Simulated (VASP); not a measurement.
Wanted: the native input for a VASP 6.6.1 run.

```
Task                   : single point
Functional             : PBE
Potentials or basis    : VASP PAW PBE potentials, release 64 (Mo_sv)
Cutoff                 : 520 eV
k mesh                 : 10 × 10 × 10
Occupations            : fermi-dirac, width 0.05 eV
Spin                   : no spin polarisation
Dipole correction      : no
Further INCAR settings : ALGO = Normal; EDIFF = 1e-07; NBANDS = 13
```

The structure of Mo lies in POSCAR:

```
Mo
1.0
   -1.5838089719      1.5838089719      1.6471613308
    1.5838089719     -1.5838089719      1.6471613308
    1.5838089719      1.5838089719     -1.6471613308
Mo
1
Direct
    0.0000000000      0.0000000000      0.0000000000
```

The input as run:

INCAR

```
SYSTEM = Mo
  ALGO = Normal
  EDIFF = 1E-7
  ENCUT = 520
  GGA = PE
  ISIF = 2
  ISMEAR = -1
  LASPH = .True.
  LCHARG = .True.
  LELF = .True.
  LREAL = .False.
  LVHAR = .True.
  LWAVE = .False.
  NBANDS = 13
  NELM = 100
  PREC = Accurate
  SIGMA = 0.05
```

KPOINTS

```
k-points
0
Gamma
  10 10 10
  0 0 0
```

Potentials or basis: VASP PAW PBE potentials, release 64 (Mo_sv).

Command:

```console
$ cat potpaw_PBE.64/Mo_sv/POTCAR > POTCAR
$ mpirun -np 1 vasp_std > vasp.out
```

Results of the run:

```yaml
Pressure: -10.2 GPa
Band_gap_on_the_k_mesh: zero (band 7 reaches 15.31 eV, above the bottom of band 8 at 10.71 eV)
```

It took 14 s on 1 thread of AMD EPYC 9R45 96-Core Processor (Zen 5), with other jobs on the host, peak memory 0.12 GiB.
